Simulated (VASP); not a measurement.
# WS2 (Cm) in VASP: a series of runs

The runs below take WS2 through single point, with PBE+D3(BJ).

Everything below comes from runs of VASP 6.6.1. Logs are shortened: lines on timing, memory, paths and dates and some standing lists are left out, and cuts for length are marked.

## (1) The cell of the first run

Symmetry: Cm, No. 8, monoclinic system. The conventional cell has a = 5.463 Å, b = 3.154 Å, c = 12.140 Å, α = 90.00°, β = 90.00°, γ = 90.00°. W (site symmetry m) has 4 S at 1.91 to 2.39 Å within 2.5 Å. Within 3.0 Å of W (site symmetry m) lie 6 S at 2.08 to 2.91 Å. S (site symmetry m) has 3 W at 2.53 to 2.91 Å and 7 S at 3.15 Å within 3.3 Å. S (site symmetry m) has 3 W at 2.39 to 2.79 Å and 7 S at 3.15 Å within 3.2 Å. Within 2.8 Å of S (site symmetry m) lie 3 W at 2.08 to 2.53 Å. S (site symmetry m) has 3 W at 1.91 to 2.39 Å within 2.5 Å.

## (2) Single point, PBE+D3(BJ)

Input file INCAR:

```
SYSTEM = WS2
PREC = Accurate
ENCUT = 520
EDIFF = 1E-6
ISMEAR = 0
SIGMA = 0.05
LREAL = .False.
LASPH = .True.
NELM = 60
ALGO = Fast
ISIF = 2
LWAVE = .False.
LCHARG = .False.
GGA = PE
IVDW = 12
NBANDS = 35
```

Input file KPOINTS:

```
Automatic mesh
0
Gamma
  12 12 4
  0 0 0
```

Input file POSCAR:

```
WS2
1.0
    3.1542063626      0.0000000000      0.0000000000
   -1.5771031813      2.7316228388      0.0000000000
    0.0000000000      0.0000000000     12.1399047294
W S
2 4
Direct
    0.3333333333      0.6666666667      0.2500000000
    0.6666666667      0.3333333333      0.7500000000
    0.4717900306      0.7358950153      0.5933480087
    0.8051233640      0.4025616820      0.0933480087
    0.4717900306      0.7358950153      0.8527732485
    0.8051233640      0.4025616820      0.3527732485
```

Potentials or basis: VASP PAW PBE potentials, release 64 (W_sv, S).

The run is started by

```console
cat potpaw_PBE.64/W_sv/POTCAR potpaw_PBE.64/S/POTCAR > POTCAR
mpirun -np 1 vasp_std > vasp.out
```

OUTCAR:

```text
SYSTEM = WS2
   PREC = Accurate
   ENCUT = 520
   EDIFF = 1E-6
   ISMEAR = 0
   LREAL = .False.
   LASPH = .True.
   NELM = 60
   ISIF = 2
   GGA = PE
   IVDW = 12
 IVDW          = 12

 ion  position               nearest neighbor table
   1  0.333  0.667  0.250-   6 1.91   4 2.39   6 2.39   6 2.39   4 2.79   4 2.79
   2  0.667  0.333  0.750-   5 2.08   5 2.08   3 2.53   3 2.53   5 2.53   3 2.91
   3  0.472  0.736  0.593-   2 2.53   2 2.53   2 2.91
   4  0.805  0.403  0.093-   1 2.39   1 2.79   1 2.79
   5  0.472  0.736  0.853-   2 2.08   2 2.08   2 2.53
   6  0.805  0.403  0.353-   1 1.91   1 2.39   1 2.39

  LATTYP: Found a hexagonal cell.
 ALAT       =     3.1542063626
 C/A-ratio  =     3.8487985039

  Lattice vectors:

 A1 = (   3.1542063626,   0.0000000000,   0.0000000000)
 A2 = (  -1.5771031813,   2.7316228388,   0.0000000000)
 A3 = (   0.0000000000,   0.0000000000,  12.1399047294)

Analysis of symmetry for initial positions (statically):
=====================================================================
 Subroutine PRICEL returns:
 Original cell was already a primitive cell.

 Routine SETGRP: Setting up the symmetry group for a
 hexagonal supercell.

 Subroutine GETGRP returns: Found  2 space group operations
 (whereof  2 operations were pure point group operations)
 out of a pool of 24 trial point group operations.

The static configuration has the point symmetry C_1h.

Analysis of symmetry for dynamics (positions and initial velocities):
=====================================================================
 Subroutine PRICEL returns:
 Original cell was already a primitive cell.

 Routine SETGRP: Setting up the symmetry group for a
 hexagonal supercell.

 Subroutine GETGRP returns: Found  2 space group operations
 (whereof  2 operations were pure point group operations)
 out of a pool of 24 trial point group operations.

The dynamic configuration has the point symmetry C_1h.

 Subroutine INISYM returns: Found  2 space group operations
 (whereof  2 operations are pure point group operations),
 and found     1 'primitive' translations

----------------------------------------------------------------------------------------

                                     Primitive cell

  volume of cell :     104.5987

  direct lattice vectors                    reciprocal lattice vectors
     3.154206363  0.000000000  0.000000000     0.317036961  0.183041375  0.000000000
    -1.577103181  2.731622839  0.000000000     0.000000000  0.366082750  0.000000000
     0.000000000  0.000000000 12.139904729     0.000000000  0.000000000  0.082372969
[... 98 lines left out ...]
   ISIF   =      2    stress and relaxation
   ISYM   =      2    0-nonsym 1-usesym 2-fastsym
   POTIM  = 0.5000    time-step for ionic-motion
   TEBEG  =    0.0;   TEEND  =   0.0 temperature during run
   PSTRESS=    0.0 pullay stress
   NELECT =      52.0000    total number of electrons
   NUPDOWN=      -1.0000    fix difference up-down
   EMIN   =  10.00;   EMAX   =-10.00  energy-range for DOS
   EFERMI =   0.00;   METHOD = LEGACY
   ISMEAR =     0;   SIGMA  =   0.05  broadening in eV -4-tet -1-fermi 0-gaus
   EFERMI_NEDOS =   21; number of points for ismear=-14 and -15
   IALGO  =     68    algorithm
   IMIX   =      4    mixing-type and parameters
     AMIX     =   0.40;   BMIX     =  1.00
     AMIX_MAG =   1.60;   BMIX_MAG =  1.00
  volume/ion in A,a.u.               =      17.43       117.64
  Fermi-wavevector in a.u.,A,eV,Ry     =   1.296882  2.450752 22.883690  1.681904
  Thomas-Fermi vector in A             =   2.428310
   LORBIT       =      0    0 simple, 1 ext, 2 COOP (PROOUT), +10 PAW based schemes
   GGA     = PE    functional components
   LHFCALC =     F    Hartree Fock is set to
   AEXX    =    0.0000 exact exchange contribution
   IVDW    =    12    specifies the selected vdW correction
   LEPSILON=     F    determine dielectric tensor
   LRPA    =     F    only Hartree local field effects (RPA)
 non-spin polarized calculation
 RMM-DIIS sequential band-by-band and
 Gauss-broadening in eV      SIGMA  =   0.05
  energy-cutoff  :      520.00
  volume of cell :      104.60
 maximum number of plane-waves:      2841
   NGX = 11   NGY = 11   NGZ = 45

 number of electron      51.9999998 magnetization

 Free energy of the ion-electron system (eV)
  ---------------------------------------------------
  ext. energy  EPLUGINS =         0.00000000
  ---------------------------------------------------
  free energy    TOTEN  =       -40.26036236 eV

  energy without entropy =      -40.25908502  energy(sigma->0) =      -40.25972369

 E-fermi :   7.9629     XC(G=0): -11.0516

 val. band max:        7.9542181565   @ k =   0.0000   0.0000   0.2500
 cond. band min:       7.9637902243   @ k =   0.1667   0.1667   0.0000
 fundamental gap:      0.0095720677
 Fermi energy:         7.9629031579

 k-point     1 :       0.0000    0.0000    0.0000
  band No.  band energies     occupation
      1     -66.8598      2.00000
      2     -66.7477      2.00000
      3     -31.4350      2.00000
      4     -31.2944      2.00000
      5     -31.1883      2.00000
      6     -30.9558      2.00000
[... 901 lines left out ...]
     34      12.4156      0.00000
     35      13.3509      0.00000

 [... further k-points ...]

------------------------ aborting loop because EDIFF is reached ----------------------------------------

 Edisp (eV)   -2.61434

 E8    (eV) :    -1.0996

  FORCE on cell =-STRESS in cart. coord.  units (eV):
  Direction    XX          YY          ZZ          XY          YZ          ZX
  --------------------------------------------------------------------------------------
  -------------------------------------------------------------------------------------
  Total      14.15548    13.56315    15.37808     0.51297    -7.20573   -12.48069
  in kB     216.82490   207.75197   235.55187     7.85738  -110.37291  -191.17150
  external pressure =      220.04 kB  Pullay stress =        0.00 kB

 VOLUME and BASIS-vectors are now :
 -----------------------------------------------------------------------------
  energy-cutoff  :      520.00
  volume of cell :      104.60
      direct lattice vectors                 reciprocal lattice vectors
     3.154206363  0.000000000  0.000000000     0.317036961  0.183041375  0.000000000
    -1.577103181  2.731622839  0.000000000     0.000000000  0.366082750  0.000000000
     0.000000000  0.000000000 12.139904729     0.000000000  0.000000000  0.082372969

 POSITION                                       TOTAL-FORCE (eV/Angst)
 -----------------------------------------------------------------------------------
     -0.00000      1.82108      3.03498        10.023402      5.787014    -13.113828
      1.57710      0.91054      9.10493         5.731257      3.308943    -10.514073
      0.32754      2.01019      7.20319        -1.287431     -0.743298      2.035919
      1.90464      1.09965      1.13324        -0.957383     -0.552745      2.153360
      0.32754      2.01019     10.35259        -4.464254     -2.577438      8.489521
      1.90464      1.09965      4.28263        -9.045592     -5.222475     10.949102
 -----------------------------------------------------------------------------------
    total drift:                                0.001371      0.000793     -0.000203

  FREE ENERGIE OF THE ION-ELECTRON SYSTEM (eV)
  ---------------------------------------------------
  free  energy   TOTEN  =       -42.8747046707 eV

  energy  without entropy=      -42.8734273310  energy(sigma->0) =      -42.87406600
```

OSZICAR:

```text
N       E                     dE             d eps       ncg     rms          rms(c)
DAV:   1     0.523638821351E+03    0.52364E+03   -0.28539E+04 12512   0.149E+03
DAV:   2    -0.942398254484E+01   -0.53306E+03   -0.51562E+03 13163   0.413E+02
DAV:   3    -0.421366435856E+02   -0.32713E+02   -0.31958E+02 14192   0.984E+01
DAV:   4    -0.429298756350E+02   -0.79323E+00   -0.78891E+00 13721   0.160E+01
DAV:   5    -0.429450931983E+02   -0.15218E-01   -0.15206E-01 13952   0.237E+00    0.467E+01
RMM:   6    -0.407901282650E+02    0.21550E+01   -0.69563E+00 14150   0.125E+01    0.208E+01
RMM:   7    -0.409284906588E+02   -0.13836E+00   -0.34291E+00 14606   0.712E+00    0.936E+00
RMM:   8    -0.402790769663E+02    0.64941E+00   -0.13186E+00 14607   0.589E+00    0.234E+00
RMM:   9    -0.402730325691E+02    0.60444E-02   -0.22549E-01 16178   0.238E+00    0.960E-01
RMM:  10    -0.402623387794E+02    0.10694E-01   -0.41649E-02 15730   0.108E+00    0.427E-01
RMM:  11    -0.402604197600E+02    0.19190E-02   -0.90131E-03 14943   0.504E-01    0.122E-01
RMM:  12    -0.402603691149E+02    0.50645E-04   -0.18887E-03 17100   0.237E-01    0.737E-02
RMM:  13    -0.402603548503E+02    0.14265E-04   -0.26092E-04 15720   0.880E-02    0.348E-02
RMM:  14    -0.402603621321E+02   -0.72819E-05   -0.64204E-05 15602   0.440E-02    0.186E-02
RMM:  15    -0.402603629343E+02   -0.80216E-06   -0.25102E-05 14177   0.243E-02    0.142E-02
RMM:  16    -0.402603623584E+02    0.57587E-06   -0.65670E-06 13040   0.140E-02
   1 F= -.42874705E+02 E0= -.42874066E+02  d E =-.127734E-02
```

Run time: 14 min. Hardware: 1 thread of Oxide Virtual Turin-like, shared host; peak memory 0.52 GiB.

What came out:

```yaml
Free_energy: -42.8747 eV
Pressure: 22.0 GPa
Largest_force: 17.491 eV/Å
Band_gap_on_the_k_mesh: zero (bands 26 and 27 overlap by 0.25 eV)
Dispersion_energy_per_atom: -0.436 eV
```

Forces on the atoms (eV/Å):
```
W    10.023   5.787 -13.114
W     5.731   3.309 -10.514
S    -1.287  -0.743   2.036
S    -0.957  -0.553   2.153
S    -4.464  -2.577   8.490
S    -9.046  -5.222  10.949
```

Caveat: the cell differs from its parent crystal (all S atoms moved -0.500 Å, as atom 3 towards its neighbour atom 2 (W) at 2.407 Å); the cell stands under pressure; spin-orbit coupling is left out, which moves the levels of the heavy elements; forces of over 1 eV/Å act on the atoms, so gaps and moduli don't describe the material at rest.

## (3) Single point, PBE+D3(BJ)

Input file INCAR:

```
SYSTEM = WS2
PREC = Accurate
ENCUT = 520
EDIFF = 1E-6
ISMEAR = 0
SIGMA = 0.05
LREAL = .FALSE.
LASPH = .TRUE.
NELM = 100
ALGO = Fast
ISIF = 2
LWAVE = .FALSE.
LCHARG = .FALSE.
GGA = PE
IVDW = 12
NBANDS = 35
```

Input file KPOINTS:

```
regular mesh
0
G
  12 12 4
  0 0 0
```

Input file POSCAR:

```
WS2
1.0
    3.1542063626      0.0000000000      0.0000000000
   -1.5771031813      2.7316228388      0.0000000000
    0.0000000000      0.0000000000     12.1399047294
W S
2 4
Direct
    0.3333333333      0.6666666667      0.2500000000
    0.6666666667      0.3333333333      0.7500000000
    0.2121837232      0.6060918616      0.6438593301
    0.5455170565      0.2727585283      0.1438593301
    0.2121837232      0.6060918616      0.9032845699
    0.5455170565      0.2727585283      0.4032845699
```

Potentials or basis: VASP PAW PBE potentials, release 64 (W_sv, S).

The run is started by

```console
cat potpaw_PBE.64/W_sv/POTCAR potpaw_PBE.64/S/POTCAR > POTCAR
mpirun -np 1 vasp_std > vasp.out
```

OUTCAR:

```text
SYSTEM = WS2
   PREC = Accurate
   ENCUT = 520
   EDIFF = 1E-6
   ISMEAR = 0
   LREAL = .FALSE.
   LASPH = .TRUE.
   NELM = 100
   ISIF = 2
   GGA = PE
   IVDW = 12
 IVDW          = 12

 ion  position               nearest neighbor table
   1  0.333  0.667  0.250-   4 2.12   4 2.12   6 2.51   6 2.51   4 2.51   6 2.84
   2  0.667  0.333  0.750-   3 1.97   5 2.38   3 2.39   3 2.39   5 2.74   5 2.74
   3  0.212  0.606  0.644-   2 1.97   2 2.39   2 2.39
   4  0.546  0.273  0.144-   1 2.12   1 2.12   1 2.51
   5  0.212  0.606  0.903-   2 2.38   2 2.74   2 2.74
   6  0.546  0.273  0.403-   1 2.51   1 2.51   1 2.84

  LATTYP: Found a hexagonal cell.
 ALAT       =     3.1542063626
 C/A-ratio  =     3.8487985039

  Lattice vectors:

 A1 = (   3.1542063626,   0.0000000000,   0.0000000000)
 A2 = (  -1.5771031813,   2.7316228388,   0.0000000000)
 A3 = (   0.0000000000,   0.0000000000,  12.1399047294)

Analysis of symmetry for initial positions (statically):
=====================================================================
 Subroutine PRICEL returns:
 Original cell was already a primitive cell.

 Routine SETGRP: Setting up the symmetry group for a
 hexagonal supercell.

 Subroutine GETGRP returns: Found  2 space group operations
[... 180 lines left out ...]

 k-point     1 :       0.0000    0.0000    0.0000
  band No.  band energies     occupation
      1     -66.8821      2.00000
      2     -66.8128      2.00000
      3     -31.3582      2.00000
      4     -31.2731      2.00000
      5     -31.1459      2.00000
      6     -31.0014      2.00000
[... 901 lines left out ...]
     34      12.4483      0.00000
     35      13.3329      0.00000

 [... further k-points ...]

------------------------ aborting loop because EDIFF is reached ----------------------------------------

 Edisp (eV)   -2.61353

 E8    (eV) :    -1.0990

  FORCE on cell =-STRESS in cart. coord.  units (eV):
  Direction    XX          YY          ZZ          XY          YZ          ZX
  --------------------------------------------------------------------------------------
  -------------------------------------------------------------------------------------
  Total      10.57868    10.29996    11.85860     0.24138    -5.44908    -9.43808
  in kB     162.03772   157.76837   181.64261     3.69737   -83.46555  -144.56658
  external pressure =      167.15 kB  Pullay stress =        0.00 kB

 VOLUME and BASIS-vectors are now :
 -----------------------------------------------------------------------------
  energy-cutoff  :      520.00
  volume of cell :      104.60
      direct lattice vectors                 reciprocal lattice vectors
     3.154206363  0.000000000  0.000000000     0.317036961  0.183041375  0.000000000
    -1.577103181  2.731622839  0.000000000     0.000000000  0.366082750  0.000000000
     0.000000000  0.000000000 12.139904729     0.000000000  0.000000000  0.082372969

 POSITION                                       TOTAL-FORCE (eV/Angst)
 -----------------------------------------------------------------------------------
     -0.00000      1.82108      3.03498        -5.348393     -3.087896      9.438275
      1.57710      0.91054      9.10493        -8.013689     -4.626706     10.876515
     -0.28660      1.65561      7.81639         6.916619      3.993312     -8.695301
      1.29051      0.74507      1.74644         4.001133      2.310055     -7.294875
     -0.28660      1.65561     10.96579         1.082355      0.624898     -2.174426
      1.29051      0.74507      4.89584         1.361976      0.786337     -2.150188
 -----------------------------------------------------------------------------------
    total drift:                               -0.000077     -0.000045      0.000010

  FREE ENERGIE OF THE ION-ELECTRON SYSTEM (eV)
  ---------------------------------------------------
  free  energy   TOTEN  =       -44.5650676254 eV

  energy  without entropy=      -44.5642835911  energy(sigma->0) =      -44.56467561
```

Wall time 17 min (1 thread of Oxide Virtual Turin-like, shared host); peak memory 0.54 GiB.

What came out:

* Free energy: -44.5651 eV
* Pressure: 16.7 GPa
* Largest force: 14.280 eV/Å
* Band gap on the k mesh: zero (filled and empty bands touch)
* Dispersion energy per atom: -0.436 eV

Forces in eV/Å, atoms in the order of the input:
```
W   -5.348 -3.088  9.438
W   -8.014 -4.627 10.877
S    6.917  3.993 -8.695
S    4.001  2.310 -7.295
S    1.082  0.625 -2.174
S    1.362  0.786 -2.150
```

Caveat: the cell differs from its parent crystal (all S atoms moved +0.438 Å, as atom 3 towards its neighbour atom 2 (W) at 2.407 Å); the cell stands under pressure; spin-orbit coupling is left out, which moves the levels of the heavy elements; forces of over 1 eV/Å act on the atoms, so gaps and moduli don't describe the material at rest.

The gap in the log of VASP goes by the Fermi energy; the results here count the filled bands.